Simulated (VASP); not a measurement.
# Ni2Sb2Pd: single point with PBE

The system is Ni2Sb2Pd.

```xyz
5
Lattice="0.0000 4.1923 0.0000 4.1923 0.0000 0.0000 2.0962 2.0962 -5.1246" Properties=species:S:1:pos:R:3 pbc="T T T"
Pd    0.0000    0.0000    0.0000
Sb    2.0962    2.0962   -1.2012
Sb    4.1923    4.1923   -3.9234
Ni    2.0962    4.1923   -2.5623
Ni    4.1923    2.0962   -2.5623
```

```yaml
Program: VASP 6.6.1
Task: single point
Functional: PBE
Potentials_or_basis: VASP PAW PBE potentials, release 64 (Pd, Sb, Ni)
Cutoff: 520 eV
k_mesh: 5 × 5 × 5
Occupations: gaussian, width 0.0666 eV
Spin: no spin polarisation
```

```yaml
Pressure: 6.3 GPa
Largest_force: 4.826 eV/Å
Band_gap_on_the_k_mesh: zero (bands 20 and 21 overlap by 0.54 eV)
```

Forces in eV/Å, atoms in the order of the input:
```
Pd   0.000  0.000  0.000
Sb   0.000  0.000 -4.826
Sb   0.000  0.000  4.826
Ni   0.000  0.000  0.000
Ni   0.000  0.000  0.000
```

Stress tensor (GPa, compression positive):
```
-1.70  0.00  0.00
 0.00 -1.70  0.00
 0.00  0.00 22.33
```

Levels at points of the mesh, in eV from the Fermi level:
| k point | band 18 | band 19 | band 20 | band 21 | band 22 | band 23 |
| --- | --- | --- | --- | --- | --- | --- |
| (0.00, 0.00, 0.00) | -1.03 | 0.17 | 0.17 | 0.28 | 0.28 | 1.10 |

It took 56 s on 1 thread of Intel(R) Xeon(R) Platinum 8375C CPU @ 2.90GHz (Ice Lake), on a shared host, peak memory 0.23 GiB.

Caveat: the stress differs along the axes, from -2 to 22 GPa; spin-orbit coupling is left out, which moves the levels of the heavy elements; forces of over 1 eV/Å act on the atoms, so gaps and moduli don't describe the material at rest. Spin polarisation is off, so any magnetic state and its effect on volume and gap are missing.
